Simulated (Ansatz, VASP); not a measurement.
## C in VASP and in Ansatz

The input INCAR:

```
ALGO = Normal
EDIFF = 1E-7
ENCUT = 520
GGA = PS
ISIF = 2
ISMEAR = -1
LASPH = True
LCHARG = False
LREAL = False
LWAVE = False
NBANDS = 11
NELM = 60
PREC = Accurate
SIGMA = 0.05
```

Contents of KPOINTS:

```
k-points
0
Gamma
  18 18 18
```

POSCAR

```
C
1.0
    0.0000000000      2.0835796532      3.2796542920
    1.2029317415      0.0000000000      3.2796542920
    1.2029317415      2.0835796532      0.0000000000
C
2
Direct
    0.1666700000      0.8333300000      0.1666700000
    0.8333300000      0.1666700000      0.8333300000
```

Input for Ansatz:

```yaml
crystal:
  lattice:
    - [0.0, 2.0835796532, 3.279654292]
    - [1.2029317415, 0.0, 3.279654292]
    - [1.2029317415, 2.0835796532, 0.0]
  atoms:
    - { symbol: C, position: [0.16667, 0.83333, 0.16667] }
    - { symbol: C, position: [0.83333, 0.16667, 0.83333] }
kpoints:
  mp_grid: { grid: [18, 18, 18] }
  band_path:
    path:
      - [0.0, 0.0, 0.0]
      - [0.5, 0.0, 0.5]
      - [1.0, 0.5, 0.5]
      - [0.5, 0.5, 0.0]
      - [0.0, 0.0, 0.0]
      - [0.0, 0.3669630913, 0.3669630913]
      - [1.0, 0.6330369087, 0.6330369087]
      - [1.0, 0.5, 0.5]
      - [0.5, 0.0, 0.5]
    npoints: 5
scf:
  occupations: { method: fermi_dirac, width: 0.05 }
hamiltonian:
  xc: pbesol
  pseudopotentials: { kind: all_electron, lapw: { basis_error: 0.00025 } }
output:
  forces: true
  stress: true
  eigenvalues: true
```

Change from the starting cell: volume scaled by 0.94.

Alike in both runs: task single point; functional PBEsol; k mesh 18 × 18 × 18; occupations fermi-dirac, width 0.05 eV; no spin polarisation.

|  | VASP | Ansatz |
| --- | --- | --- |
| version | VASP 6.6.1 | Ansatz 0.2.0 |
| potentials or method | VASP PAW PBE potentials, release 64 (C), cutoff 520 eV | all-electron LAPW, scalar-relativistic |

Ansatz gave:

| Item | Value |
| --- | --- |
| pressure (GPa) | 21.2 |
| traceless stress, the component that is largest in VASP (GPa) | -18.63 |

Which values does VASP return?

Pressure (GPa): 22.0; traceless stress, the component that is largest in VASP (GPa): -19.55.

VASP's potentials were made for PBE, not for PBEsol. Ansatz ran all-electron here, and VASP with PAW potentials.
